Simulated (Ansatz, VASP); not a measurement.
# One calculation of SrTiO3, two programs

The input INCAR:

```
SYSTEM = SrTiO3
PREC = Accurate ; ENCUT = 520
EDIFF = 1E-7 ; ISMEAR = 0
SIGMA = 0.05 ; LREAL = .False.
LASPH = .True. ; NELM = 100
ALGO = Normal ; ISIF = 2
LWAVE = .False. ; LCHARG = .False.
GGA = PS ; NBANDS = 28
```

KPOINTS

```
regular mesh
0
Gamma
  8 8 8
  0 0 0
```

Contents of POSCAR:

```
SrTiO3
1.0
    3.9400635448     -0.4216304162     -0.4216304162
   -0.4216304162      3.9400635448     -0.4216304162
   -0.4216304162     -0.4216304162      3.9400635448
Sr Ti O
1 1 3
Direct
    0.0000000000      0.0000000000      0.0000000000
    0.5000000000      0.5000000000      0.5000000000
    0.0000000000      0.5000000000      0.5000000000
    0.5000000000      0.0000000000      0.5000000000
    0.5000000000      0.5000000000      0.0000000000
```

Input for Ansatz:

```yaml
crystal:
  lattice:
    - [3.9400635448, -0.4216304162, -0.4216304162]
    - [-0.4216304162, 3.9400635448, -0.4216304162]
    - [-0.4216304162, -0.4216304162, 3.9400635448]
  atoms:
    - { symbol: Sr, position: [0.0, 0.0, 0.0] }
    - { symbol: Ti, position: [0.5, 0.5, 0.5] }
    - { symbol: O, position: [0.0, 0.5, 0.5] }
    - { symbol: O, position: [0.5, 0.0, 0.5] }
    - { symbol: O, position: [0.5, 0.5, 0.0] }
basis:
  ecutwfc: 420
kpoints:
  mp_grid: { grid: [8, 8, 8] }
hamiltonian:
  xc: pbesol
scf:
  occupations: { method: gaussian, width: 0.05 }
output:
  forces: true
  stress: true
  eigenvalues: true
```

Alike in both runs: task single point; functional PBEsol; k mesh 8 × 8 × 8; occupations gaussian, width 0.05 eV; no spin polarisation.

|  | VASP | Ansatz |
| --- | --- | --- |
| version | VASP 6.6.1 | Ansatz 0.2.0 |
| potentials or method | VASP PAW PBE potentials, release 64 (Sr_sv, Ti_sv, O), cutoff 520 eV | scalar-relativistic, plane waves, PAW |
| valence electrons in the cell | 40 | 40 |

Ansatz gave:

| Property | Result |
| --- | --- |
| gap on the k mesh at the Fermi level (eV) | none |
| pressure (GPa) | 4.7 |
| traceless stress, the component that is largest in VASP (GPa) | 26.21 |

Question: What did VASP give for the same quantities?

Answer: gap on the k mesh at the Fermi level (eV): none; pressure (GPa): 5.6; traceless stress, the component that is largest in VASP (GPa): 26.33.

VASP's potentials were made for PBE, not for PBEsol. A gap of «none» marks a metal or a gap that the smearing closes.
